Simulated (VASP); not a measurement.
# BaZrO3 (Pm-3m) in VASP: notebook

BaZrO3 is run at these levels: LDA; tasks: single point.

All numbers are computed with VASP 6.6.1; they aren't measurements. Logs are shortened: lines on timing, memory, paths and dates and some standing lists are left out, and cuts for length are marked.

## (1) The cell of the first run

The structure is cubic, space group Pm-3m (No. 221). The conventional cell has a = 4.149 Å, b = 4.149 Å, c = 4.149 Å, α = 90.00°, β = 90.00°, γ = 90.00°. Ba (site symmetry m-3m) has 12 O at 2.93 Å and 8 Zr at 3.59 Å within 3.9 Å. Within 2.7 Å of Zr (site symmetry m-3m) lie 6 O at 2.07 Å. Within 2.7 Å of O (site symmetry 4/mmm) lie 2 Zr at 2.07 Å.

## (2) Single point, LDA

The input, INCAR:

```
ALGO = Normal ; EDIFF = 1E-6
ENCUT = 1340 ; GGA_COMPAT = False
ISIF = 2 ; ISMEAR = 0
LASPH = True ; LCHARG = True
LELF = True ; LREAL = False
LVHAR = True ; LWAVE = False
NBANDS = 28 ; NELM = 120
PREC = Accurate ; SIGMA = 0.01
```

The input, KPOINTS:

```
k-points
0
Gamma
  3 3 3
```

The input, POSCAR:

```
BaZrO3
1.0
    4.1493471582      0.0000000000      0.0000000000
    0.0000000000      4.1493471582      0.0000000000
    0.0000000000      0.0000000000      4.1493471582
Ba Zr O
1 1 3
Direct
    0.0000000000      0.0000000000      0.0000000000
    0.5000000000      0.5000000000      0.5000000000
    0.0000000000      0.5000000000      0.5000000000
    0.5000000000      0.0000000000      0.5000000000
    0.5000000000      0.5000000000      0.0000000000
```

Potentials or basis: VASP PAW LDA potentials, release 64 (Ba_sv, Zr_sv, O_h).

Launch:

```
$ cat potpaw_LDA.64/Ba_sv/POTCAR potpaw_LDA.64/Zr_sv/POTCAR potpaw_LDA.64/O_h/POTCAR > POTCAR
$ mpirun -np 1 vasp_std > vasp.out
```

OUTCAR:

```text
EDIFF = 1E-6
   ENCUT = 1340
   ISIF = 2
   ISMEAR = 0
   LASPH = True
   LREAL = False
   NELM = 120
   PREC = Accurate

 ion  position               nearest neighbor table
   1  0.000  0.000  0.000-   3 2.93   4 2.93   5 2.93   3 2.93   4 2.93   3 2.93   5 2.93   3 2.93
                             4 2.93   5 2.93   4 2.93   5 2.93   2 3.59   2 3.59   2 3.59   2 3.59
   2  0.500  0.500  0.500-   3 2.07   4 2.07   5 2.07   5 2.07   4 2.07   3 2.07   1 3.59   1 3.59
                             1 3.59   1 3.59   1 3.59   1 3.59   1 3.59   1 3.59
   3  0.000  0.500  0.500-   2 2.07   2 2.07   1 2.93   1 2.93   1 2.93   1 2.93
   4  0.500  0.000  0.500-   2 2.07   2 2.07   1 2.93   1 2.93   1 2.93   1 2.93
   5  0.500  0.500  0.000-   2 2.07   2 2.07   1 2.93   1 2.93   1 2.93   1 2.93

  LATTYP: Found a simple cubic cell.
 ALAT       =     4.1493471582

  Lattice vectors:

 A1 = (   4.1493471582,   0.0000000000,   0.0000000000)
 A2 = (   0.0000000000,   4.1493471582,   0.0000000000)
 A3 = (   0.0000000000,   0.0000000000,   4.1493471582)

Analysis of symmetry for initial positions (statically):
=====================================================================
 Subroutine PRICEL returns:
 Original cell was already a primitive cell.

 Routine SETGRP: Setting up the symmetry group for a
 simple cubic supercell.

 Subroutine GETGRP returns: Found 48 space group operations
 (whereof 48 operations were pure point group operations)
 out of a pool of 48 trial point group operations.

The static configuration has the point symmetry O_h .

Analysis of symmetry for dynamics (positions and initial velocities):
=====================================================================
 Subroutine PRICEL returns:
 Original cell was already a primitive cell.

 Routine SETGRP: Setting up the symmetry group for a
 simple cubic supercell.

 Subroutine GETGRP returns: Found 48 space group operations
 (whereof 48 operations were pure point group operations)
 out of a pool of 48 trial point group operations.

The dynamic configuration has the point symmetry O_h .

 Subroutine INISYM returns: Found 48 space group operations
 (whereof 48 operations are pure point group operations),
 and found     1 'primitive' translations

----------------------------------------------------------------------------------------

                                     Primitive cell

  volume of cell :      71.4396

  direct lattice vectors                    reciprocal lattice vectors
     4.149347158  0.000000000  0.000000000     0.241001768  0.000000000  0.000000000
     0.000000000  4.149347158  0.000000000     0.000000000  0.241001768  0.000000000
     0.000000000  0.000000000  4.149347158     0.000000000  0.000000000  0.241001768

  length of vectors
     4.149347158  4.149347158  4.149347158     0.241001768  0.241001768  0.241001768

  position of ions in fractional coordinates (direct lattice)
     0.000000000  0.000000000  0.000000000
     0.500000000  0.500000000  0.500000000
     0.000000000  0.500000000  0.500000000
     0.500000000  0.000000000  0.500000000
     0.500000000  0.500000000  0.000000000

  ion indices of the primitive-cell ions
   primitive index   ion index
                 1           1
                 2           2
                 3           3
                 4           4
                 5           5

----------------------------------------------------------------------------------------

 KPOINTS: k-points

Automatic generation of k-mesh.
 Grid dimensions read from file:
 generate k-points for:    3    3    3

 Generating k-lattice:

  Cartesian coordinates                     Fractional coordinates (reciprocal lattice)
     0.080333923  0.000000000  0.000000000     0.333333333  0.000000000  0.000000000
     0.000000000  0.080333923  0.000000000     0.000000000  0.333333333  0.000000000
     0.000000000  0.000000000  0.080333923     0.000000000  0.000000000  0.333333333

  Length of vectors
     0.080333923  0.080333923  0.080333923

  Shift w.r.t. Gamma in fractional coordinates (k-lattice)
     0.000000000  0.000000000  0.000000000

 Subroutine IBZKPT returns following result:
 ===========================================

 Found      4 irreducible k-points:

 Following reciprocal coordinates:
            Coordinates               Weight
  0.000000  0.000000  0.000000      1.000000
  0.333333  0.000000  0.000000      6.000000
  0.333333  0.333333  0.000000     12.000000
  0.333333  0.333333  0.333333      8.000000
   k-points           NKPTS =      4   k-points in BZ     NKDIM =      4   number of bands    NBANDS=     28
   number of dos      NEDOS =    301   number of ions     NIONS =      5
   total plane-waves  NPLWV = 125000
   dimension x,y,z NGX =    50 NGY =   50 NGZ =   50
   dimension x,y,z NGXF=   100 NGYF=  100 NGZF=  100
   ions per type =               1   1   3
   NGX,Y,Z   is equivalent  to a cutoff of  20.03, 20.03, 20.03 a.u.
   NGXF,Y,Z  is equivalent  to a cutoff of  40.07, 40.07, 40.07 a.u.
 SYSTEM =  unknown system
   PREC   = accura    normal or accurate (medium, high low for compatibility)
   ISTART =      0    job   : 0-new  1-cont  2-samecut
   ICHARG =      2    charge: 1-file 2-atom 10-const
   ISPIN  =      1    spin polarized calculation?
   LNONCOLLINEAR =      F non collinear calculations
   LSORBIT =      F    spin-orbit coupling
   LASPH  =      T    aspherical Exc in radial PAW
   ENCUT  = 1340.0 eV  98.49 Ry    9.92 a.u.  12.38 12.38 12.38*2*pi/ulx,y,z
   NELM   =    120;   NELMIN=  2; NELMDL= -5     # of ELM steps
   EDIFF  = 0.1E-05   stopping-criterion for ELM
   LREAL  =      F    real-space projection
   EDIFFG = 0.1E-04   stopping-criterion for IOM
   NSW    =      0    number of steps for IOM
   IBRION =     -1    ionic relax: 0-MD 1-quasi-New 2-CG
   NFREE  =      0    steps in history (QN), initial steepest desc. (CG)
   ISIF   =      2    stress and relaxation
   ISYM   =      2    0-nonsym 1-usesym 2-fastsym
   POTIM  = 0.5000    time-step for ionic-motion
   TEBEG  =    0.0;   TEEND  =   0.0 temperature during run
   PSTRESS=    0.0 pullay stress
   NELECT =      40.0000    total number of electrons
   NUPDOWN=      -1.0000    fix difference up-down
   EMIN   =  10.00;   EMAX   =-10.00  energy-range for DOS
   EFERMI =   0.00;   METHOD = LEGACY
   ISMEAR =     0;   SIGMA  =   0.01  broadening in eV -4-tet -1-fermi 0-gaus
   EFERMI_NEDOS =   21; number of points for ismear=-14 and -15
   IALGO  =     38    algorithm
   IMIX   =      4    mixing-type and parameters
     AMIX     =   0.40;   BMIX     =  1.00
     AMIX_MAG =   1.60;   BMIX_MAG =  1.00
  volume/ion in A,a.u.               =      14.29        96.42
  Fermi-wavevector in a.u.,A,eV,Ry     =   1.349320  2.549846 24.771655  1.820665
  Thomas-Fermi vector in A             =   2.476917
   LORBIT       =      0    0 simple, 1 ext, 2 COOP (PROOUT), +10 PAW based schemes
   GGA     = CA    functional components
   LHFCALC =     F    Hartree Fock is set to
   AEXX    =    0.0000 exact exchange contribution
   IVDW    =     0    specifies the selected vdW correction
   LEPSILON=     F    determine dielectric tensor
   LRPA    =     F    only Hartree local field effects (RPA)
 non-spin polarized calculation
 Gauss-broadening in eV      SIGMA  =   0.01
  energy-cutoff  :     1340.00
  volume of cell :       71.44
 maximum number of plane-waves:      8025
 NGX is ok and might be reduce to    50
   NGX = 25   NGY = 25   NGZ = 25

 number of electron      39.9999996 magnetization

 Free energy of the ion-electron system (eV)
  ---------------------------------------------------
  ext. energy  EPLUGINS =         0.00000000
  ---------------------------------------------------
  free energy    TOTEN  =       -45.69099063 eV

  energy without entropy =      -45.69099063  energy(sigma->0) =      -45.69099063

 E-fermi :   3.9879     XC(G=0): -11.3913

 val. band max:        3.8540582149   @ k =   0.0000   0.0000   0.0000
 cond. band min:       7.1332414090   @ k =   0.0000   0.0000   0.0000
 fundamental gap:      3.2791831941
 Fermi energy:         3.9879414622

 k-point     1 :       0.0000    0.0000    0.0000
  band No.  band energies     occupation
      1     -42.4968      2.00000
      2     -21.0229      2.00000
      3     -20.8754      2.00000
      4     -20.8754      2.00000
      5     -20.8754      2.00000
      6     -12.0723      2.00000
      7     -11.7945      2.00000
      8     -11.7945      2.00000
      9      -6.2011      2.00000
     10      -6.2011      2.00000
     11      -6.2011      2.00000
     12       2.6273      2.00000
     13       2.6273      2.00000
     14       2.6273      2.00000
     15       2.9812      2.00000
     16       2.9812      2.00000
     17       2.9812      2.00000
     18       3.8541      2.00000
     19       3.8541      2.00000
     20       3.8541      2.00000
     21       7.1332      0.00000
     22       7.1332      0.00000
     23       7.1332      0.00000
     24       8.5754      0.00000
     25       8.5754      0.00000
     26      10.0195      0.00000
     27      11.8151      0.00000
     28      11.8151      0.00000

 k-point     2 :       0.3333    0.0000    0.0000
  band No.  band energies     occupation
      1     -42.4938      2.00000
      2     -21.2686      2.00000
      3     -20.8689      2.00000
      4     -20.8689      2.00000
      5     -20.7847      2.00000
      6     -12.2312      2.00000
      7     -11.7725      2.00000
      8     -11.0120      2.00000
      9      -6.1422      2.00000
     10      -6.1422      2.00000
     11      -6.0016      2.00000
     12       0.9398      2.00000
     13       2.2124      2.00000
     14       2.2124      2.00000
     15       2.3551      2.00000
     16       2.3551      2.00000
     17       2.3823      2.00000
     18       2.4062      2.00000
     19       3.6680      2.00000
     20       3.6680      2.00000
     21       7.4729      0.00000
     22       9.0980      0.00000
     23       9.0980      0.00000
     24       9.9772      0.00000
     25      10.1268      0.00000
     26      11.7182      0.00000
     27      11.8168      0.00000
     28      12.0557      0.00000

 k-point     3 :       0.3333    0.3333    0.0000
  band No.  band energies     occupation
      1     -42.4908      2.00000
      2     -21.1908      2.00000
      3     -21.0853      2.00000
      4     -20.8628      2.00000
      5     -20.8237      2.00000
      6     -12.0016      2.00000
      7     -11.1315      2.00000
      8     -11.1056      2.00000
      9      -6.2638      2.00000
     10      -6.0994      2.00000
     11      -6.0460      2.00000
     12       0.6035      2.00000
     13       0.8499      2.00000
     14       0.9511      2.00000
     15       1.7535      2.00000
     16       1.8084      2.00000
     17       2.6373      2.00000
     18       3.0406      2.00000
     19       3.4102      2.00000
     20       3.6965      2.00000
     21       9.2258      0.00000
     22       9.2332      0.00000
     23       9.6097      0.00000
     24      11.2535      0.00000
     25      11.3659      0.00000
     26      11.8278      0.00000
     27      12.4304      0.00000
     28      12.9577      0.00000

 k-point     4 :       0.3333    0.3333    0.3333
  band No.  band energies     occupation
      1     -42.4878      2.00000
      2     -21.1256      2.00000
      3     -21.0768      2.00000
      4     -21.0768      2.00000
      5     -20.8518      2.00000
      6     -11.2263      2.00000
      7     -11.0275      2.00000
      8     -11.0275      2.00000
      9      -6.5404      2.00000
     10      -6.5404      2.00000
     11      -6.2114      2.00000
     12       0.7978      2.00000
     13       0.8450      2.00000
     14       0.8450      2.00000
     15       1.2914      2.00000
     16       1.5041      2.00000
     17       1.5041      2.00000
     18       3.5140      2.00000
     19       3.5140      2.00000
     20       3.7448      2.00000
     21       9.8667      0.00000
     22       9.8667      0.00000
     23       9.9636      0.00000
     24      11.4203      0.00000
     25      11.5589      0.00000
     26      11.5589      0.00000
     27      12.4457      0.00000
     28      12.4457      0.00000

------------------------ aborting loop because EDIFF is reached ----------------------------------------

  FORCE on cell =-STRESS in cart. coord.  units (eV):
  Direction    XX          YY          ZZ          XY          YZ          ZX
  --------------------------------------------------------------------------------------
  -------------------------------------------------------------------------------------
  Total        0.5812433      0.5812433      0.5812433      0.0000000      0.0000000      0.0000000
  in kB       13.0355469     13.0355469     13.0355469      0.0000000      0.0000000      0.0000000
  external PRESSURE =      13.0355469 kB  Pullay stress =       0.0000000 kB

 VOLUME and BASIS-vectors are now :
 -----------------------------------------------------------------------------
  energy-cutoff  :     1340.00
  volume of cell :       71.44
      direct lattice vectors                 reciprocal lattice vectors
     4.149347158  0.000000000  0.000000000     0.241001768  0.000000000  0.000000000
     0.000000000  4.149347158  0.000000000     0.000000000  0.241001768  0.000000000
     0.000000000  0.000000000  4.149347158     0.000000000  0.000000000  0.241001768

 POSITION                                       TOTAL-FORCE (eV/Angst)
 -----------------------------------------------------------------------------------
      0.00000      0.00000      0.00000         0.000000      0.000000      0.000000
      2.07467      2.07467      2.07467         0.000000      0.000000      0.000000
      0.00000      2.07467      2.07467         0.000000      0.000000      0.000000
      2.07467      0.00000      2.07467         0.000000      0.000000      0.000000
      2.07467      2.07467      0.00000         0.000000      0.000000      0.000000
 -----------------------------------------------------------------------------------
    total drift:                                0.000000     -0.000000      0.000000

  FREE ENERGIE OF THE ION-ELECTRON SYSTEM (eV)
  ---------------------------------------------------
  free  energy   TOTEN  =       -45.6909906343 eV

  energy  without entropy=      -45.6909906343  energy(sigma->0) =      -45.69099063
```

It took 40 s on 1 thread of AMD EPYC 7R43 (Zen 3), shared host; peak memory 0.27 GiB.

Results:

| Property | Result |
| --- | --- |
| Free energy | -45.6910 eV |
| Pressure | 1.3 GPa |
| Band gap on the k mesh | 3.28 eV |

Caveat: the k points lie up to 0.50 Å⁻¹ apart; spin-orbit coupling is left out, which moves the levels of the heavy elements; an odd mesh through Γ misses points on the zone boundary, where band edges can lie.

## (3) Single point, LDA

This run uses another cell than the first one, of 14.13 Å³/atom.

The input, INCAR:

```
ALGO     = Normal         # electronic algorithm
EDIFF    = 1E-6           # SCF threshold, eV
ENCUT    = 1340           # plane-wave cutoff, eV
GGA_COMPAT= F            
ISIF     = 2              # what is computed and relaxed
ISMEAR   = 0              # smearing method
LASPH    = T              # aspherical terms in the spheres
LCHARG   = T              # write CHGCAR
LELF     = T              # ELF
LREAL    = F              # projectors in reciprocal space
LVHAR    = T            
LWAVE    = F              # write WAVECAR
NBANDS   = 28             # bands
NELM     = 120            # most SCF steps
PREC     = Accurate       # precision mode
SIGMA    = 0.01           # smearing width, eV
```

KPOINTS is that of step 2.

POSCAR, as its differences from that of step 2:

```diff
@@ -2,5 +2,5 @@
 1.0
-    4.1493471582      0.0000000000      0.0000000000
-    0.0000000000      4.1493471582      0.0000000000
-    0.0000000000      0.0000000000      4.1493471582
+    4.1336863275      0.0000000000      0.0000000000
+    0.0000000000      4.1336863275      0.0000000000
+    0.0000000000      0.0000000000      4.1336863275
 Ba Zr O
```

Potentials or basis: VASP PAW LDA potentials, release 64 (Ba_sv, Zr_sv, O_h).

Launch:

```
$ cat potpaw_LDA.64/Ba_sv/POTCAR potpaw_LDA.64/Zr_sv/POTCAR potpaw_LDA.64/O_h/POTCAR > POTCAR
$ mpirun -np 1 vasp_std > vasp.out
```

Run time: 16 s. Hardware: 1 thread of Intel Xeon 6975P-C (Granite Rapids), shared host; peak memory 0.29 GiB.

The run converged. Its results:

```yaml
Free_energy: -45.6781 eV
Pressure: 3.4 GPa
Band_gap_on_the_k_mesh: 3.29 eV
```

Levels at points of the mesh, in eV from the valence-band top:
| k point | band 17 | band 18 | band 19 | band 20 | band 21 | band 22 | band 23 | band 24 |
| --- | --- | --- | --- | --- | --- | --- | --- | --- |
| (0.00, 0.00, 0.00) | -0.91 | 0.00 | 0.00 | 0.00 | 3.29 | 3.29 | 3.29 | 4.72 |

Caveat: the k points lie up to 0.51 Å⁻¹ apart; spin-orbit coupling is left out, which moves the levels of the heavy elements; an odd mesh through Γ misses points on the zone boundary, where band edges can lie.
